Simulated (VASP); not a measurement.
# Cu (I4mm) in VASP: single point with PBE

Aim: the single point of Cu with PBE.

All numbers are computed with VASP 6.6.1; they aren't measurements. Logs are shortened: lines on timing, memory, paths and dates and some standing lists are left out, and cuts for length are marked.

## (1) The cell of the first run

The structure is tetragonal, space group I4mm (No. 107). The conventional cell has a = 5.112 Å, b = 5.112 Å, c = 7.230 Å, α = 90.00°, β = 90.00°, γ = 90.00°. Within 3.2 Å of Cu (site symmetry 4mm) lie 12 Cu at 2.43 to 2.69 Å. Cu (site symmetry m) has 12 Cu at 2.43 to 2.69 Å within 3.2 Å. Cu (site symmetry 2mm) has 12 Cu at 2.56 Å within 3.4 Å. Within 3.8 Å of Cu (site symmetry 4mm) lie 18 Cu at 2.56 to 3.80 Å.

## (2) Single point, PBE (atom 1 (Cu) moved +0.180 Å towards its neighbour atom 8 (Cu) at 3.615 Å)

File INCAR:

```
SYSTEM = Cu
  PREC = Accurate
  ENCUT = 520
  EDIFF = 1E-7
  ISMEAR = 0
  SIGMA = 0.15
  LREAL = .FALSE.
  LASPH = .TRUE.
  NELM = 100
  ALGO = Fast
  ISIF = 2
  LWAVE = .FALSE.
  LCHARG = .FALSE.
  GGA = PE
  NBANDS = 54
```

File KPOINTS:

```
regular mesh
0
G
  12 12 12
  0 0 0
```

File POSCAR:

```
Cu
1.0
   -3.6150000000      3.6150000000      0.0000000000
   -3.6150000000      0.0000000000      3.6150000000
    0.0000000000      3.6150000000      3.6150000000
Cu
8
Direct
   -0.0248962656     -0.0248962656      0.0248962656
    0.5000000000      0.0000000000      0.0000000000
    0.0000000000      0.5000000000      0.0000000000
    0.0000000000      0.0000000000      0.5000000000
    0.5000000000      0.5000000000      0.0000000000
    0.5000000000      0.0000000000      0.5000000000
    0.0000000000      0.5000000000      0.5000000000
    0.5000000000      0.5000000000      0.5000000000
```

Potentials or basis: VASP PAW PBE potentials, release 64 (Cu).

On the command line:

```sh
$ cat potpaw_PBE.64/Cu/POTCAR > POTCAR
$ mpirun -np 1 vasp_std > vasp.out
```

OUTCAR:

```text
SYSTEM = Cu
   PREC = Accurate
   ENCUT = 520
   EDIFF = 1E-7
   ISMEAR = 0
   LREAL = .FALSE.
   LASPH = .TRUE.
   NELM = 100
   ISIF = 2
   GGA = PE

 ion  position               nearest neighbor table
   1  0.975  0.975  0.025-   2 2.43   3 2.43   6 2.43   7 2.43   4 2.56   5 2.56   5 2.56   4 2.56
                             2 2.69   7 2.69   6 2.69   3 2.69
   2  0.500  0.000  0.000-   1 2.43   5 2.56   6 2.56   4 2.56   6 2.56   8 2.56   3 2.56   5 2.56
                             8 2.56   3 2.56   4 2.56   1 2.69
   3  0.000  0.500  0.000-   1 2.43   5 2.56   7 2.56   4 2.56   7 2.56   8 2.56   2 2.56   4 2.56
                             2 2.56   5 2.56   8 2.56   1 2.69
   4  0.000  0.000  0.500-   6 2.56   7 2.56   2 2.56   3 2.56   3 2.56   7 2.56   8 2.56   2 2.56
                             6 2.56   8 2.56   1 2.56   1 2.56
   5  0.500  0.500  0.000-   2 2.56   3 2.56   8 2.56   6 2.56   7 2.56   8 2.56   2 2.56   6 2.56
                             3 2.56   7 2.56   1 2.56   1 2.56
   6  0.500  0.000  0.500-   1 2.43   2 2.56   4 2.56   8 2.56   2 2.56   5 2.56   5 2.56   7 2.56
                             8 2.56   4 2.56   7 2.56   1 2.69
   7  0.000  0.500  0.500-   1 2.43   3 2.56   4 2.56   8 2.56   3 2.56   5 2.56   4 2.56   6 2.56
                             5 2.56   6 2.56   8 2.56   1 2.69
   8  0.500  0.500  0.500-   5 2.56   6 2.56   7 2.56   2 2.56   3 2.56   5 2.56   2 2.56   4 2.56
                             6 2.56   3 2.56   4 2.56   7 2.56

  LATTYP: Found a face centered cubic cell.
 ALAT       =     7.2300000000

  Lattice vectors:

 A1 = (  -3.6150000000,   3.6150000000,   0.0000000000)
 A2 = (  -3.6150000000,   0.0000000000,   3.6150000000)
 A3 = (   0.0000000000,   3.6150000000,   3.6150000000)

Analysis of symmetry for initial positions (statically):
=====================================================================
 Subroutine PRICEL returns:
 Original cell was already a primitive cell.

 Routine SETGRP: Setting up the symmetry group for a
 face centered cubic supercell.

 Subroutine GETGRP returns: Found  8 space group operations
 (whereof  8 operations were pure point group operations)
 out of a pool of 48 trial point group operations.

The static configuration has the point symmetry C_4v.

Analysis of symmetry for dynamics (positions and initial velocities):
=====================================================================
 Subroutine PRICEL returns:
 Original cell was already a primitive cell.

 Routine SETGRP: Setting up the symmetry group for a
 face centered cubic supercell.

 Subroutine GETGRP returns: Found  8 space group operations
 (whereof  8 operations were pure point group operations)
 out of a pool of 48 trial point group operations.

The dynamic configuration has the point symmetry C_4v.

 Subroutine INISYM returns: Found  8 space group operations
 (whereof  8 operations are pure point group operations),
 and found     1 'primitive' translations

----------------------------------------------------------------------------------------

                                     Primitive cell

  volume of cell :      94.4833

  direct lattice vectors                    reciprocal lattice vectors
    -3.615000000  3.615000000  0.000000000    -0.138312586  0.138312586 -0.138312586
    -3.615000000  0.000000000  3.615000000    -0.138312586 -0.138312586  0.138312586
     0.000000000  3.615000000  3.615000000     0.138312586  0.138312586  0.138312586

  length of vectors
     5.112382028  5.112382028  5.112382028     0.239564427  0.239564427  0.239564427

  position of ions in fractional coordinates (direct lattice)
     0.975103734  0.975103734  0.024896266
     0.500000000  0.000000000  0.000000000
     0.000000000  0.500000000  0.000000000
     0.000000000  0.000000000  0.500000000
     0.500000000  0.500000000  0.000000000
     0.500000000  0.000000000  0.500000000
     0.000000000  0.500000000  0.500000000
     0.500000000  0.500000000  0.500000000

  ion indices of the primitive-cell ions
   primitive index   ion index
                 1           1
                 2           2
                 3           3
                 4           4
                 5           5
                 6           6
                 7           7
                 8           8

----------------------------------------------------------------------------------------

 KPOINTS: regular mesh

Automatic generation of k-mesh.
 Grid dimensions read from file:
 generate k-points for:   12   12   12

 Generating k-lattice:

  Cartesian coordinates                     Fractional coordinates (reciprocal lattice)
    -0.011526049  0.011526049 -0.011526049     0.083333333  0.000000000  0.000000000
    -0.011526049 -0.011526049  0.011526049     0.000000000  0.083333333  0.000000000
     0.011526049  0.011526049  0.011526049     0.000000000  0.000000000  0.083333333

  Length of vectors
     0.019963702  0.019963702  0.019963702

  Shift w.r.t. Gamma in fractional coordinates (k-lattice)
     0.000000000  0.000000000  0.000000000

 Subroutine IBZKPT returns following result:
 ===========================================

 Found    163 irreducible k-points:

 Following reciprocal coordinates:
            Coordinates               Weight
  0.000000  0.000000  0.000000      1.000000
  0.083333  0.000000  0.000000      8.000000
  0.166667  0.000000  0.000000      8.000000
  0.250000  0.000000  0.000000      8.000000
  0.333333  0.000000  0.000000      8.000000
  0.416667  0.000000  0.000000      8.000000
[... 16 lines left out ...]
  0.000000 -0.333333  0.083333     16.000000
 -0.250000  0.083333  0.000000      8.000000
 [... further k-points ...]
   k-points           NKPTS =    163   k-points in BZ     NKDIM =    163   number of bands    NBANDS=     54
   number of dos      NEDOS =    301   number of ions     NIONS =      8
   total plane-waves  NPLWV =  64000
   dimension x,y,z NGX =    40 NGY =   40 NGZ =   40
   dimension x,y,z NGXF=    80 NGYF=   80 NGZF=   80
   ions per type =               8
   NGX,Y,Z   is equivalent  to a cutoff of  13.01, 13.01, 13.01 a.u.
   NGXF,Y,Z  is equivalent  to a cutoff of  26.01, 26.01, 26.01 a.u.
 SYSTEM =  Cu
   PREC   = accura    normal or accurate (medium, high low for compatibility)
   ISTART =      0    job   : 0-new  1-cont  2-samecut
   ICHARG =      2    charge: 1-file 2-atom 10-const
   ISPIN  =      1    spin polarized calculation?
   LNONCOLLINEAR =      F non collinear calculations
   LSORBIT =      F    spin-orbit coupling
   LASPH  =      T    aspherical Exc in radial PAW
   ENCUT  =  520.0 eV  38.22 Ry    6.18 a.u.   9.51  9.51  9.51*2*pi/ulx,y,z
   NELM   =    100;   NELMIN=  2; NELMDL= -5     # of ELM steps
   EDIFF  = 0.1E-06   stopping-criterion for ELM
   LREAL  =      F    real-space projection
   EDIFFG = 0.1E-05   stopping-criterion for IOM
   NSW    =      0    number of steps for IOM
   IBRION =     -1    ionic relax: 0-MD 1-quasi-New 2-CG
   NFREE  =      0    steps in history (QN), initial steepest desc. (CG)
   ISIF   =      2    stress and relaxation
   ISYM   =      2    0-nonsym 1-usesym 2-fastsym
   POTIM  = 0.5000    time-step for ionic-motion
   TEBEG  =    0.0;   TEEND  =   0.0 temperature during run
   PSTRESS=    0.0 pullay stress
   NELECT =      88.0000    total number of electrons
   NUPDOWN=      -1.0000    fix difference up-down
   EMIN   =  10.00;   EMAX   =-10.00  energy-range for DOS
   EFERMI =   0.00;   METHOD = LEGACY
   ISMEAR =     0;   SIGMA  =   0.15  broadening in eV -4-tet -1-fermi 0-gaus
   EFERMI_NEDOS =   21; number of points for ismear=-14 and -15
   IALGO  =     68    algorithm
   IMIX   =      4    mixing-type and parameters
     AMIX     =   0.40;   BMIX     =  1.00
     AMIX_MAG =   1.60;   BMIX_MAG =  1.00
  volume/ion in A,a.u.               =      11.81        79.70
  Fermi-wavevector in a.u.,A,eV,Ry     =   1.598763  3.021224 34.777078  2.556043
  Thomas-Fermi vector in A             =   2.696162
   LORBIT       =      0    0 simple, 1 ext, 2 COOP (PROOUT), +10 PAW based schemes
   GGA     = PE    functional components
   LHFCALC =     F    Hartree Fock is set to
   AEXX    =    0.0000 exact exchange contribution
   IVDW    =     0    specifies the selected vdW correction
   LEPSILON=     F    determine dielectric tensor
   LRPA    =     F    only Hartree local field effects (RPA)
 non-spin polarized calculation
 RMM-DIIS sequential band-by-band and
 Gauss-broadening in eV      SIGMA  =   0.15
  energy-cutoff  :      520.00
  volume of cell :       94.48
 maximum number of plane-waves:      2637
 NGX is ok and might be reduce to    40
   NGX = 19   NGY = 19   NGZ = 19

 number of electron      88.0000012 magnetization

 Free energy of the ion-electron system (eV)
  ---------------------------------------------------
  ext. energy  EPLUGINS =         0.00000000
  ---------------------------------------------------
  free energy    TOTEN  =       -29.71702863 eV

  energy without entropy =      -29.69549411  energy(sigma->0) =      -29.70626137

 E-fermi :   7.6014     XC(G=0): -12.7224

 val. band max:        7.5989689301   @ k =   0.3333   0.0833   0.0000
 cond. band min:       7.6068676870   @ k =   0.0000   0.3333   0.0833
 fundamental gap:      0.0078987569
 Fermi energy:         7.6013957948

 k-point     1 :       0.0000    0.0000    0.0000
  band No.  band energies     occupation
      1      -1.7678      2.00000
      2       2.5017      2.00000
      3       2.5024      2.00000
      4       2.5024      2.00000
      5       2.5112      2.00000
      6       2.6829      2.00000
[... 46 lines left out ...]
     53      14.6363      0.00000
     54      14.7038      0.00000

 k-point     2 :       0.0833    0.0000    0.0000
  band No.  band energies     occupation
      1      -1.7045      2.00000
      2       2.4669      2.00000
      3       2.5311      2.00000
      4       2.5329      2.00000
      5       2.5396      2.00000
      6       2.7034      2.00000
[... 1246 lines left out ...]
 k-point    24 :      -0.2500    0.0833    0.0000
  band No.  band energies     occupation
      1      -1.0210      2.00000
      2       1.9661      2.00000
      3       2.6434      2.00000
      4       2.8654      2.00000
      5       2.8853      2.00000
      6       2.8990      2.00000
[... 46 lines left out ...]
     53      15.6362      0.00000
     54      16.3069      0.00000

 [... further k-points ...]

------------------------ aborting loop because EDIFF is reached ----------------------------------------

  FORCE on cell =-STRESS in cart. coord.  units (eV):
  Direction    XX          YY          ZZ          XY          YZ          ZX
  --------------------------------------------------------------------------------------
  -------------------------------------------------------------------------------------
  Total        1.7457891      1.7659574      1.7659574     -0.0000000      0.0000000      0.0000000
  in kB       29.6038004     29.9457986     29.9457986     -0.0000000      0.0000000      0.0000000
  external PRESSURE =      29.8317992 kB  Pullay stress =       0.0000000 kB

 VOLUME and BASIS-vectors are now :
 -----------------------------------------------------------------------------
  energy-cutoff  :      520.00
  volume of cell :       94.48
      direct lattice vectors                 reciprocal lattice vectors
    -3.615000000  3.615000000  0.000000000    -0.138312586  0.138312586 -0.138312586
    -3.615000000  0.000000000  3.615000000    -0.138312586 -0.138312586  0.138312586
     0.000000000  3.615000000  3.615000000     0.138312586  0.138312586  0.138312586

 POSITION                                       TOTAL-FORCE (eV/Angst)
 -----------------------------------------------------------------------------------
     -7.05000      3.61500      3.61500        -1.286202     -0.000000      0.000000
     -1.80750      1.80750      0.00000         0.324062     -0.364011      0.000000
     -1.80750      0.00000      1.80750         0.324062     -0.000000     -0.364011
      0.00000      1.80750      1.80750        -0.003245     -0.000000      0.000000
     -3.61500      1.80750      1.80750        -0.003245     -0.000000     -0.000000
     -1.80750      3.61500      1.80750         0.324062     -0.000000      0.364011
     -1.80750      1.80750      3.61500         0.324062      0.364011      0.000000
     -3.61500      3.61500      3.61500        -0.003555     -0.000000      0.000000
 -----------------------------------------------------------------------------------
    total drift:                               -0.000024     -0.000000     -0.000000

  FREE ENERGIE OF THE ION-ELECTRON SYSTEM (eV)
  ---------------------------------------------------
  free  energy   TOTEN  =       -29.7170286289 eV

  energy  without entropy=      -29.6954941128  energy(sigma->0) =      -29.70626137
```

Run time: 10 min. Hardware: 1 thread of Intel Xeon 6975P-C (Granite Rapids), shared host; peak memory 0.65 GiB.

What came out:

| Item | Value |
| --- | --- |
| Free energy | -29.7170 eV |
| Pressure | 3.0 GPa |
| Largest force | 1.286 eV/Å |
| Band gap on the k mesh | zero (bands 44 and 45 overlap by 1.85 eV) |

Forces on the atoms (eV/Å):
```
Cu  -1.286  0.000  0.000
Cu   0.324 -0.364  0.000
Cu   0.324  0.000 -0.364
Cu  -0.003  0.000  0.000
Cu  -0.003  0.000  0.000
Cu   0.324  0.000  0.364
Cu   0.324  0.364  0.000
Cu  -0.004  0.000  0.000
```

Levels at points of the mesh, in eV from the Fermi level:
```csv
k point,band 40,band 41,band 42,band 43,band 44,band 45,band 46,band 47,band 48,band 49
"(0.00, 0.00, 0.00)",-1.51,-1.51,-1.02,-0.97,-0.97,-0.97,1.48,1.48,1.55,3.73
"(0.50, 0.00, 0.00)",-1.61,-1.60,-1.60,0.81,0.88,0.90,0.94,0.97,1.04,6.54
"(0.50, 0.50, 0.00)",-1.88,-1.52,-1.51,-0.33,-0.33,-0.33,-0.33,6.03,6.03,6.35
"(0.00, 0.50, 0.50)",-1.93,-1.51,-1.51,-0.41,-0.33,-0.31,-0.25,6.13,6.19,6.19
```

Caveat: the cell differs from its parent crystal (atom 1 (Cu) moved +0.180 Å towards its neighbour atom 8 (Cu) at 3.615 Å); forces of over 1 eV/Å act on the atoms, so gaps and moduli don't describe the material at rest.
